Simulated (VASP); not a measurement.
# Ba (Fd-3m) in VASP: a series of runs

Runs on Ba. Level: PBE. Tasks: single point.

Everything below comes from runs of VASP 6.6.1. Logs are shortened: lines on timing, memory, paths and dates and some standing lists are left out, and cuts for length are marked.

### 1 The cell of the first run

It takes space group Fd-3m (No. 227, cubic). The conventional cell has a = 7.239 Å, b = 7.239 Å, c = 7.239 Å, α = 90.00°, β = 90.00°, γ = 90.00°. Within 4.1 Å of Ba (site symmetry -43m) lie 4 Ba at 3.13 Å.

This isn't the form of Ba at room conditions, which is bcc.

### 2 Single point, PBE

INCAR

```
SYSTEM = Ba
ALGO = Normal
EDIFF = 1E-6
ENCUT = 520
GGA = PE
ISIF = 2
ISMEAR = -1
LASPH = .True.
LCHARG = .False.
LREAL = .False.
LWAVE = .False.
NBANDS = 17
NELM = 80
PREC = Accurate
SIGMA = 0.05
```

KPOINTS

```
k-points
0
Gamma
  9 9 9
  0 0 0
```

POSCAR

```
Ba
1.0
    0.0000000000      3.6194502105      3.6194502105
    3.6194502105      0.0000000000      3.6194502105
    3.6194502105      3.6194502105      0.0000000000
Ba
2
Direct
   -0.1250000000     -0.1250000000     -0.1250000000
    0.1250000000      0.1250000000      0.1250000000
```

Potentials or basis: VASP PAW PBE potentials, release 64 (Ba_sv).

Started as:

```bash
$ cat potpaw_PBE.64/Ba_sv/POTCAR > POTCAR
$ mpirun -np 1 vasp_std > vasp.out
```

OUTCAR:

```text
SYSTEM = Ba
   EDIFF = 1E-6
   ENCUT = 520
   GGA = PE
   ISIF = 2
   ISMEAR = -1
   LASPH = .True.
   LREAL = .False.
   NELM = 80
   PREC = Accurate

 ion  position               nearest neighbor table
   1  0.875  0.875  0.875-   2 3.13   2 3.13   2 3.13   2 3.13
   2  0.125  0.125  0.125-   1 3.13   1 3.13   1 3.13   1 3.13

  LATTYP: Found a face centered cubic cell.
 ALAT       =     7.2389004210

  Lattice vectors:

 A1 = (   0.0000000000,   3.6194502105,   3.6194502105)
 A2 = (   3.6194502105,   0.0000000000,   3.6194502105)
 A3 = (   3.6194502105,   3.6194502105,   0.0000000000)

Analysis of symmetry for initial positions (statically):
=====================================================================
 Subroutine PRICEL returns:
 Original cell was already a primitive cell.

 Routine SETGRP: Setting up the symmetry group for a
 face centered cubic supercell.

 Subroutine GETGRP returns: Found 48 space group operations
 (whereof 12 operations were pure point group operations)
 out of a pool of 48 trial point group operations.

The static configuration has the point symmetry D_3d.
 The point group associated with its full space group is O_h .

Analysis of symmetry for dynamics (positions and initial velocities):
=====================================================================
 Subroutine PRICEL returns:
 Original cell was already a primitive cell.

 Routine SETGRP: Setting up the symmetry group for a
 face centered cubic supercell.

 Subroutine GETGRP returns: Found 48 space group operations
 (whereof 12 operations were pure point group operations)
 out of a pool of 48 trial point group operations.

The dynamic configuration has the point symmetry D_3d.
 The point group associated with its full space group is O_h .

 Subroutine INISYM returns: Found 48 space group operations
 (whereof 12 operations are pure point group operations),
 and found     1 'primitive' translations

----------------------------------------------------------------------------------------

                                     Primitive cell

  volume of cell :      94.8326

  direct lattice vectors                    reciprocal lattice vectors
     0.000000000  3.619450211  3.619450211    -0.138142527  0.138142527  0.138142527
     3.619450211  0.000000000  3.619450211     0.138142527 -0.138142527  0.138142527
     3.619450211  3.619450211  0.000000000     0.138142527  0.138142527 -0.138142527

  length of vectors
[... 81 lines left out ...]
   NELM   =     80;   NELMIN=  2; NELMDL= -5     # of ELM steps
   EDIFF  = 0.1E-05   stopping-criterion for ELM
   LREAL  =      F    real-space projection
   EDIFFG = 0.1E-04   stopping-criterion for IOM
   NSW    =      0    number of steps for IOM
   IBRION =     -1    ionic relax: 0-MD 1-quasi-New 2-CG
   NFREE  =      0    steps in history (QN), initial steepest desc. (CG)
   ISIF   =      2    stress and relaxation
   ISYM   =      2    0-nonsym 1-usesym 2-fastsym
   POTIM  = 0.5000    time-step for ionic-motion
   TEBEG  =    0.0;   TEEND  =   0.0 temperature during run
   PSTRESS=    0.0 pullay stress
   NELECT =      20.0000    total number of electrons
   NUPDOWN=      -1.0000    fix difference up-down
   EMIN   =  10.00;   EMAX   =-10.00  energy-range for DOS
   EFERMI =   0.00;   METHOD = LEGACY
   ISMEAR =    -1;   SIGMA  =   0.05  broadening in eV -4-tet -1-fermi 0-gaus
   EFERMI_NEDOS =   21; number of points for ismear=-14 and -15
   IALGO  =     38    algorithm
   IMIX   =      4    mixing-type and parameters
     AMIX     =   0.40;   BMIX     =  1.00
     AMIX_MAG =   1.60;   BMIX_MAG =  1.00
  volume/ion in A,a.u.               =      47.42       319.98
  Fermi-wavevector in a.u.,A,eV,Ry     =   0.974463  1.841469 12.919807  0.949579
  Thomas-Fermi vector in A             =   2.104925
   LORBIT       =      0    0 simple, 1 ext, 2 COOP (PROOUT), +10 PAW based schemes
   GGA     = PE    functional components
   LHFCALC =     F    Hartree Fock is set to
   AEXX    =    0.0000 exact exchange contribution
   IVDW    =     0    specifies the selected vdW correction
   LEPSILON=     F    determine dielectric tensor
   LRPA    =     F    only Hartree local field effects (RPA)
 non-spin polarized calculation
  energy-cutoff  :      520.00
  volume of cell :       94.83
 maximum number of plane-waves:      2637
 NGX is ok and might be reduce to    40
   NGX = 19   NGY = 19   NGZ = 19

 number of electron      19.9999999 magnetization

 Free energy of the ion-electron system (eV)
  ---------------------------------------------------
  ext. energy  EPLUGINS =         0.00000000
  ---------------------------------------------------
  free energy    TOTEN  =        -1.64606102 eV

  energy without entropy =       -1.63156594  energy(sigma->0) =       -1.63881348

 E-fermi :   2.3015     XC(G=0):  -8.2400

 val. band max:        2.2786845376   @ k =  -0.4444   0.1111   0.0000
 cond. band min:       2.3213223119   @ k =   0.3333   0.0000   0.0000
 fundamental gap:      0.0426377743
 Fermi energy:         2.3015143811

 k-point     1 :       0.0000    0.0000    0.0000
  band No.  band energies     occupation
      1     -27.0923      2.00000
      2     -25.9065      2.00000
      3     -12.6904      2.00000
      4     -12.6904      2.00000
      5     -12.6904      2.00000
      6     -11.0391      2.00000
[... 457 lines left out ...]
      4     -13.1190      2.00000
      5     -11.9867      2.00000
      6     -11.7157      2.00000
[... 9 lines left out ...]
     16       5.5177      0.00000
     17       7.3233      0.00000

 [... further k-points ...]

------------------------ aborting loop because EDIFF is reached ----------------------------------------

  FORCE on cell =-STRESS in cart. coord.  units (eV):
  Direction    XX          YY          ZZ          XY          YZ          ZX
  --------------------------------------------------------------------------------------
  -------------------------------------------------------------------------------------
  Total        2.2201368      2.2201368      2.2201368     -0.0000000     -0.0000000      0.0000000
  in kB       37.5087420     37.5087420     37.5087420     -0.0000000     -0.0000000      0.0000000
  external PRESSURE =      37.5087420 kB  Pullay stress =       0.0000000 kB

 VOLUME and BASIS-vectors are now :
 -----------------------------------------------------------------------------
  energy-cutoff  :      520.00
  volume of cell :       94.83
      direct lattice vectors                 reciprocal lattice vectors
     0.000000000  3.619450211  3.619450211    -0.138142527  0.138142527  0.138142527
     3.619450211  0.000000000  3.619450211     0.138142527 -0.138142527  0.138142527
     3.619450211  3.619450211  0.000000000     0.138142527  0.138142527 -0.138142527

 POSITION                                       TOTAL-FORCE (eV/Angst)
 -----------------------------------------------------------------------------------
      6.33404      6.33404      6.33404         0.000000     -0.000000      0.000000
      0.90486      0.90486      0.90486        -0.000000      0.000000     -0.000000
 -----------------------------------------------------------------------------------
    total drift:                                0.000000      0.000000     -0.000000

  FREE ENERGIE OF THE ION-ELECTRON SYSTEM (eV)
  ---------------------------------------------------
  free  energy   TOTEN  =        -1.6460610240 eV

  energy  without entropy=       -1.6315659418  energy(sigma->0) =       -1.63881348
```

OSZICAR:

```text
N       E                     dE             d eps       ncg     rms          rms(c)
DAV:   1     0.147016124676E+03    0.14702E+03   -0.86329E+03  1190   0.989E+02
DAV:   2     0.664506708611E+01   -0.14037E+03   -0.13622E+03  1869   0.205E+02
DAV:   3    -0.159270044245E+01   -0.82378E+01   -0.81210E+01  1565   0.514E+01
DAV:   4    -0.178344013605E+01   -0.19074E+00   -0.19067E+00  1758   0.627E+00
DAV:   5    -0.178530436383E+01   -0.18642E-02   -0.18641E-02  1565   0.539E-01    0.702E+00
DAV:   6    -0.169174583508E+01    0.93559E-01   -0.48812E-02  1340   0.165E+00    0.404E+00
DAV:   7    -0.164468029230E+01    0.47066E-01   -0.99988E-02  1246   0.264E+00    0.132E-01
DAV:   8    -0.164562808202E+01   -0.94779E-03   -0.33148E-03  1889   0.279E-01    0.112E-01
DAV:   9    -0.164586698572E+01   -0.23890E-03   -0.11780E-04  1309   0.966E-02    0.697E-02
DAV:  10    -0.164605583223E+01   -0.18885E-03   -0.32497E-04  1255   0.151E-01    0.851E-03
DAV:  11    -0.164606050638E+01   -0.46742E-05   -0.19340E-05  1847   0.179E-02    0.100E-02
DAV:  12    -0.164606102396E+01   -0.51758E-06   -0.15041E-06  1368   0.103E-02
   1 F= -.16460610E+01 E0= -.16388135E+01  d E =-.144951E-01
```

stdout:

```text
POSCAR found type information on POSCAR Ba
 POSCAR found :  1 types and       2 ions
 scaLAPACK will be used
 LDA part: xc-table for (Slater+PW92), standard interpolation
 POSCAR, INCAR and KPOINTS ok, starting setup
 FFT: planning ... GRIDC
 FFT: planning ... GRID_SOFT
 FFT: planning ... GRID
 WAVECAR not read
 entering main loop
```

It took 51 s on 1 thread of Intel Xeon 8259CL, shared host; peak memory 0.25 GiB.

What came out:

| Item | Value |
| --- | --- |
| Free energy | -1.6461 eV |
| Pressure | 3.8 GPa |
| Band gap on the k mesh | zero (bands 10 and 11 overlap by 0.27 eV) |

Levels at points of the mesh, in eV from the Fermi level:
| k point | band 6 | band 7 | band 8 | band 9 | band 10 | band 11 | band 12 | band 13 | band 14 | band 15 |
| --- | --- | --- | --- | --- | --- | --- | --- | --- | --- | --- |
| (0.00, 0.00, 0.00) | -13.34 | -13.34 | -13.34 | -1.98 | 0.13 | 0.13 | 1.66 | 1.66 | 1.66 | 3.72 |

Caveat: the cell stands under pressure; spin-orbit coupling is left out, which moves the levels of the heavy elements.

### 3 Single point, PBE

INCAR

```
PREC     = Accurate       # precision mode
ENCUT    = 520            # plane-wave cutoff, eV
EDIFF    = 1E-6           # SCF threshold, eV
ISMEAR   = -1             # smearing method
SIGMA    = 0.05           # smearing width, eV
LREAL    = False          # projectors in reciprocal space
LASPH    = True           # aspherical terms in the spheres
NELM     = 100            # most SCF steps
ALGO     = Normal         # electronic algorithm
ISIF     = 2              # what is computed and relaxed
LWAVE    = False          # write WAVECAR
LCHARG   = False          # write CHGCAR
GGA      = PE             # functional
NBANDS   = 17             # bands
```

KPOINTS

```
Automatic mesh
0
Gamma
  9 9 9
```

POSCAR is that of step 2.

Potentials or basis: VASP PAW PBE potentials, release 64 (Ba_sv).

Started as:

```bash
$ cat potpaw_PBE.64/Ba_sv/POTCAR > POTCAR
$ mpirun -np 1 vasp_std > vasp.out
```

Wall time 56 s (1 thread of Intel Xeon 8259CL, shared host); peak memory 0.25 GiB.

It converged, with:

```yaml
Free_energy: -1.6461 eV
Pressure: 3.8 GPa
Band_gap_on_the_k_mesh: zero (bands 10 and 11 overlap by 0.27 eV)
```

Levels at points of the mesh, in eV from the Fermi level:
| k point | band 6 | band 7 | band 8 | band 9 | band 10 | band 11 | band 12 | band 13 | band 14 | band 15 |
| --- | --- | --- | --- | --- | --- | --- | --- | --- | --- | --- |
| (0.00, 0.00, 0.00) | -13.34 | -13.34 | -13.34 | -1.98 | 0.13 | 0.13 | 1.66 | 1.66 | 1.66 | 3.72 |

Caveat: the cell stands under pressure; spin-orbit coupling is left out, which moves the levels of the heavy elements.

The gap in the log of VASP goes by the Fermi energy; the results here count the filled bands.